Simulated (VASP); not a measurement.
# Cr (Im-3m) in VASP: single point with PBE

Aim: the single point of Cr with PBE.

All numbers are computed with VASP 6.6.1; they aren't measurements. Logs are shortened: lines on timing, memory, paths and dates and some standing lists are left out, and cuts for length are marked.

### Step 1. The cell of the first run

It takes space group Im-3m (No. 229, cubic). Conventional cell: a = 2.884 Å, b = 2.884 Å, c = 2.884 Å, α = 90.00°, β = 90.00°, γ = 90.00°. Within 3.3 Å of Cr (site symmetry m-3m) lie 14 Cr at 2.50 to 2.88 Å.

### Step 2. Single point, PBE, non-collinear spin, zero start, moments held on the sites

Contents of INCAR:

```
SYSTEM = Cr
ALGO = Normal ; AMIX = 0.2
AMIX_MAG = 0.8 ; BMIX = 1E-4
BMIX_MAG = 1E-4 ; EDIFF = 1E-6
ENCUT = 500 ; GGA = PE
GGA_COMPAT = .FALSE. ; ISIF = 2
ISMEAR = -1 ; ISYM = -1
I_CONSTRAINED_M = 1 ; KPAR = 4
LAMBDA = 10 ; LASPH = .TRUE.
LCHARG = .TRUE. ; LMAXMIX = 4
LNONCOLLINEAR = .TRUE. ; LORBIT = 11
LREAL = .FALSE. ; LVHAR = .TRUE.
LWAVE = .FALSE. ; MAGMOM = 0 0 0 0 0 0
M_CONSTR = 1.732 1.732 1.732 1.732 1.732 1.732 ; NBANDS = 36
NELM = 200 ; PREC = Accurate
RWIGS = 1.39 ; SIGMA = 0.08
```

Contents of KPOINTS:

```
k-points
0
G
  10 10 10
  0 0 0
```

Contents of POSCAR:

```
Cr
1.0
    2.8839000000      0.0000000000      0.0000000000
    0.0000000000      2.8839000000      0.0000000000
    0.0000000000      0.0000000000      2.8839000000
Cr
2
Direct
    0.0000000000      0.0000000000      0.0000000000
    0.5000000000      0.5000000000      0.5000000000
```

Potentials or basis: VASP PAW PBE potentials, release 64 (Cr_pv).

The run is started by

```bash
> cat potpaw_PBE.64/Cr_pv/POTCAR > POTCAR
> mpirun -np 4 vasp_ncl > vasp.out
```

OUTCAR:

```text
SYSTEM = Cr
   AMIX = 0.2
   AMIX_MAG = 0.8
   EDIFF = 1E-6
   ENCUT = 500
   GGA = PE
   ISIF = 2
   ISMEAR = -1
   ISYM = -1
   LASPH = .TRUE.
   LNONCOLLINEAR = .TRUE.
   LORBIT = 11
   LREAL = .FALSE.
   NELM = 200
   PREC = Accurate

 ion  position               nearest neighbor table
   1  0.000  0.000  0.000-   2 2.50   2 2.50   2 2.50   2 2.50   2 2.50   2 2.50   2 2.50   2 2.50

   2  0.500  0.500  0.500-   1 2.50   1 2.50   1 2.50   1 2.50   1 2.50   1 2.50   1 2.50   1 2.50

IMPORTANT INFORMATION: All symmetrisations will be switched off!
NOSYMM: (Re-)initialisation of all symmetry stuff for point group C_1.

----------------------------------------------------------------------------------------

                                     Primitive cell

  volume of cell :      23.9850

  direct lattice vectors                    reciprocal lattice vectors
     2.883900000  0.000000000  0.000000000     0.346752661  0.000000000  0.000000000
     0.000000000  2.883900000  0.000000000     0.000000000  0.346752661  0.000000000
     0.000000000  0.000000000  2.883900000     0.000000000  0.000000000  0.346752661

  length of vectors
     2.883900000  2.883900000  2.883900000     0.346752661  0.346752661  0.346752661

  position of ions in fractional coordinates (direct lattice)
     0.000000000  0.000000000  0.000000000
     0.500000000  0.500000000  0.500000000

  ion indices of the primitive-cell ions
   primitive index   ion index
                 1           1
                 2           2

----------------------------------------------------------------------------------------

 KPOINTS: k-points

Automatic generation of k-mesh.
 Grid dimensions read from file:
 generate k-points for:   10   10   10

 Generating k-lattice:

  Cartesian coordinates                     Fractional coordinates (reciprocal lattice)
     0.034675266  0.000000000  0.000000000     0.100000000  0.000000000  0.000000000
     0.000000000  0.034675266  0.000000000     0.000000000  0.100000000  0.000000000
     0.000000000  0.000000000  0.034675266     0.000000000  0.000000000  0.100000000

  Length of vectors
     0.034675266  0.034675266  0.034675266

  Shift w.r.t. Gamma in fractional coordinates (k-lattice)
     0.000000000  0.000000000  0.000000000

 Subroutine IBZKPT returns following result:
 ===========================================

 Found   1000 irreducible k-points:

 Following reciprocal coordinates:
            Coordinates               Weight
  0.000000  0.000000  0.000000      1.000000
  0.100000  0.000000  0.000000      1.000000
  0.200000  0.000000  0.000000      1.000000
  0.300000  0.000000  0.000000      1.000000
  0.400000  0.000000  0.000000      1.000000
  0.500000  0.000000  0.000000      1.000000
[... 16 lines left out ...]
  0.200000  0.200000  0.000000      1.000000
  0.300000  0.200000  0.000000      1.000000
 [... further k-points ...]
   k-points           NKPTS =   1000   k-points in BZ     NKDIM =   1000   number of bands    NBANDS=     36
   number of dos      NEDOS =    301   number of ions     NIONS =      2
   total plane-waves  NPLWV =  13824
   dimension x,y,z NGX =    24 NGY =   24 NGZ =   24
   dimension x,y,z NGXF=    48 NGYF=   48 NGZF=   48
   ions per type =               2
   NGX,Y,Z   is equivalent  to a cutoff of  13.84, 13.84, 13.84 a.u.
   NGXF,Y,Z  is equivalent  to a cutoff of  27.67, 27.67, 27.67 a.u.
 SYSTEM =  Cr
   PREC   = accura    normal or accurate (medium, high low for compatibility)
   ISTART =      0    job   : 0-new  1-cont  2-samecut
   ICHARG =      2    charge: 1-file 2-atom 10-const
   ISPIN  =      1    spin polarized calculation?
   LNONCOLLINEAR =      T non collinear calculations
   LSORBIT =      F    spin-orbit coupling
   LASPH  =      T    aspherical Exc in radial PAW
   ENCUT  =  500.0 eV  36.75 Ry    6.06 a.u.   5.26  5.26  5.26*2*pi/ulx,y,z
   NELM   =    200;   NELMIN=  2; NELMDL= -5     # of ELM steps
   EDIFF  = 0.1E-05   stopping-criterion for ELM
   LREAL  =      F    real-space projection
   EDIFFG = 0.1E-04   stopping-criterion for IOM
   NSW    =      0    number of steps for IOM
   IBRION =     -1    ionic relax: 0-MD 1-quasi-New 2-CG
   NFREE  =      0    steps in history (QN), initial steepest desc. (CG)
   ISIF   =      2    stress and relaxation
   ISYM   =     -1    0-nonsym 1-usesym 2-fastsym
   POTIM  = 0.5000    time-step for ionic-motion
   TEBEG  =    0.0;   TEEND  =   0.0 temperature during run
   PSTRESS=    0.0 pullay stress
   NELECT =      24.0000    total number of electrons
   NUPDOWN=      -1.0000    fix difference up-down
   EMIN   =  10.00;   EMAX   =-10.00  energy-range for DOS
   EFERMI =   0.00;   METHOD = LEGACY
   ISMEAR =    -1;   SIGMA  =   0.08  broadening in eV -4-tet -1-fermi 0-gaus
   EFERMI_NEDOS =   21; number of points for ismear=-14 and -15
   IALGO  =     38    algorithm
   IMIX   =      4    mixing-type and parameters
     AMIX     =   0.20;   BMIX     =  0.00
     AMIX_MAG =   0.80;   BMIX_MAG =  0.00
  volume/ion in A,a.u.               =      11.99        80.93
  Fermi-wavevector in a.u.,A,eV,Ry     =   1.637439  3.094310 36.480015  2.681205
  Thomas-Fermi vector in A             =   2.728578
   LORBIT       =     11    0 simple, 1 ext, 2 COOP (PROOUT), +10 PAW based schemes
   GGA     = PE    functional components
   LHFCALC =     F    Hartree Fock is set to
   AEXX    =    0.0000 exact exchange contribution
   IVDW    =     0    specifies the selected vdW correction
   LEPSILON=     F    determine dielectric tensor
   LRPA    =     F    only Hartree local field effects (RPA)
  energy-cutoff  :      500.00
  volume of cell :       23.99
 maximum number of plane-waves:      1248
 NGX is ok and might be reduce to    24
   NGX = 11   NGY = 11   NGZ = 11

 number of electron      23.9999982 magnetization       0.0000038      0.0000003      0.0000002

 number of electron      23.9999980 magnetization      -0.0034708      0.0025680      0.0009080

 number of electron      23.9999980 magnetization       0.0002621     -0.0002237     -0.0000395

 Free energy of the ion-electron system (eV)
  ---------------------------------------------------
  ext. energy  EPLUGINS =         0.00000000
  ---------------------------------------------------
  free energy    TOTEN  =       -19.01741228 eV

  energy without entropy =      -18.98621731  energy(sigma->0) =      -19.00181479

 E-fermi :  10.4388     XC(G=0): -13.4575

 val. band max:       10.4203257362   @ k =   0.5000   0.1000   0.1000
 cond. band min:      10.4393699666   @ k =   0.4000   0.1000  -0.1000
 fundamental gap:      0.0190442304
 Fermi energy:        10.4388252806

 k-point     1 :       0.0000    0.0000    0.0000
  band No.  band energies     occupation
      1     -32.8934      1.00000
      2     -32.8934      1.00000
      3     -32.8934      1.00000
      4     -32.8923      1.00000
      5     -32.8923      1.00000
      6     -32.8923      1.00000
[... 28 lines left out ...]
     35      17.5273      0.00000
     36      17.5300      0.00000

 k-point     2 :       0.1000    0.0000    0.0000
  band No.  band energies     occupation
      1     -32.8937      1.00000
      2     -32.8926      1.00000
      3     -32.8788      1.00000
      4     -32.8788      1.00000
      5     -32.8778      1.00000
      6     -32.8778      1.00000
[... 28 lines left out ...]
     35      17.5260      0.00000
     36      17.5277      0.00000

 k-point     3 :       0.2000    0.0000    0.0000
  band No.  band energies     occupation
      1     -32.8909      1.00000
      2     -32.8899      1.00000
      3     -32.8369      1.00000
      4     -32.8369      1.00000
      5     -32.8358      1.00000
      6     -32.8358      1.00000
[... 28 lines left out ...]
     35      17.4954      0.00000
     36      17.4965      0.00000

 k-point     4 :       0.3000    0.0000    0.0000
  band No.  band energies     occupation
      1     -32.8749      1.00000
      2     -32.8738      1.00000
      3     -32.7721      1.00000
      4     -32.7721      1.00000
      5     -32.7710      1.00000
      6     -32.7710      1.00000
[... 28 lines left out ...]
     35      15.5854      0.00000
     36      15.5862      0.00000

 k-point     5 :       0.4000    0.0000    0.0000
  band No.  band energies     occupation
      1     -32.8343      1.00000
      2     -32.8332      1.00000
      3     -32.6918      1.00000
      4     -32.6918      1.00000
      5     -32.6907      1.00000
      6     -32.6907      1.00000
[... 655 lines left out ...]
 k-point    22 :       0.1000    0.2000    0.0000
  band No.  band energies     occupation
      1     -32.9338      1.00000
      2     -32.9328      1.00000
      3     -32.8247      1.00000
      4     -32.8237      1.00000
      5     -32.7843      1.00000
      6     -32.7832      1.00000
[... 28 lines left out ...]
     35      17.5165      0.00000
     36      17.5177      0.00000

 k-point    23 :       0.2000    0.2000    0.0000
  band No.  band energies     occupation
      1     -32.9809      1.00000
      2     -32.9798      1.00000
      3     -32.7900      1.00000
      4     -32.7889      1.00000
      5     -32.7057      1.00000
      6     -32.7046      1.00000
[... 28 lines left out ...]
     35      17.5242      0.00000
     36      17.5286      0.00000

 k-point    24 :       0.3000    0.2000    0.0000
  band No.  band energies     occupation
      1     -33.0051      1.00000
      2     -33.0041      1.00000
      3     -32.7456      1.00000
      4     -32.7446      1.00000
      5     -32.7365      1.00000
      6     -32.7354      1.00000
[... 28 lines left out ...]
     35      16.2341      0.00000
     36      16.2348      0.00000

 [... further k-points ...]
[... 5 lines left out ...]
  --------------------------------------------------------------------------------------
  -------------------------------------------------------------------------------------
  Total       -1.4016170     -1.4016444     -1.4016409      0.0000193     -0.0000225     -0.0000131
  in kB      -93.6266238    -93.6284476    -93.6282161      0.0012924     -0.0015049     -0.0008762
  external PRESSURE =     -93.6277625 kB  Pullay stress =       0.0000000 kB

 VOLUME and BASIS-vectors are now :
 -----------------------------------------------------------------------------
  energy-cutoff  :      500.00
  volume of cell :       23.99
      direct lattice vectors                 reciprocal lattice vectors
     2.883900000  0.000000000  0.000000000     0.346752661  0.000000000  0.000000000
     0.000000000  2.883900000  0.000000000     0.000000000  0.346752661  0.000000000
     0.000000000  0.000000000  2.883900000     0.000000000  0.000000000  0.346752661

 POSITION                                       TOTAL-FORCE (eV/Angst)
 -----------------------------------------------------------------------------------
      0.00000      0.00000      0.00000         0.000001      0.000000     -0.000000
      1.44195      1.44195      1.44195        -0.000001     -0.000000      0.000000
 -----------------------------------------------------------------------------------
    total drift:                               -0.000002     -0.000002     -0.000002

  FREE ENERGIE OF THE ION-ELECTRON SYSTEM (eV)
  ---------------------------------------------------
  free  energy   TOTEN  =       -19.0174122812 eV

  energy  without entropy=      -18.9862173079  energy(sigma->0) =      -19.00181479

 total charge

# of ion       s       p       d       tot
------------------------------------------
    1        0.427   6.383   4.169  10.978
    2        0.427   6.383   4.169  10.978
--------------------------------------------------
tot          0.854  12.765   8.337  21.956

 magnetization (x)

# of ion       s       p       d       tot
------------------------------------------
    1       -0.000   0.000   0.000   0.000
    2        0.000   0.000   0.000   0.000
--------------------------------------------------
tot         -0.000   0.000   0.000   0.000

 magnetization (y)

# of ion       s       p       d       tot
------------------------------------------
    1        0.000  -0.000   0.000   0.000
    2       -0.000  -0.000  -0.000  -0.000
--------------------------------------------------
tot         -0.000  -0.000   0.000   0.000

 magnetization (z)

# of ion       s       p       d       tot
------------------------------------------
    1        0.000  -0.000  -0.001  -0.001
    2        0.000  -0.000   0.000   0.000
--------------------------------------------------
tot          0.000  -0.000  -0.001  -0.000
```

Run time: 10 min. Hardware: 4 MPI ranks of Intel Xeon Platinum 8488C (Sapphire Rapids), shared host; peak memory 1 GiB.

What came out:

* Free energy: -19.0174 eV
* Band gap on the k mesh: zero (bands 24 and 25 overlap by 1.42 eV)
* Net moment: 0.00 μB per cell
* Valence electrons inside the program's atomic spheres: Cr 10.98

Levels at points of the mesh, in eV from the Fermi level:
```tsv
k point	band 22	band 23	band 24	band 25	band 26	band 27
(0.00, 0.00, 0.00)	-0.86	-0.86	-0.86	1.10	1.10	1.10
(0.50, 0.00, 0.00)	-0.38	-0.38	-0.38	-0.38	-0.38	-0.38
(0.00, 0.50, 0.00)	-0.38	-0.38	-0.38	-0.38	-0.38	-0.38
(0.50, 0.50, 0.00)	1.03	1.03	1.03	1.09	1.09	1.09
(0.00, 0.00, 0.50)	-0.38	-0.38	-0.38	-0.38	-0.38	-0.38
(0.50, 0.00, 0.50)	1.03	1.03	1.03	1.09	1.09	1.09
(0.00, 0.50, 0.50)	1.03	1.03	1.03	1.09	1.09	1.09
(0.50, 0.50, 0.50)	-2.23	-2.23	-2.23	1.47	1.47	1.47
```

Moments on the atoms (μB; x, y, z):
```
Cr  0.00 0.00 0.00
Cr  0.00 0.00 0.00
```

Caveat: moments held by a penalty.
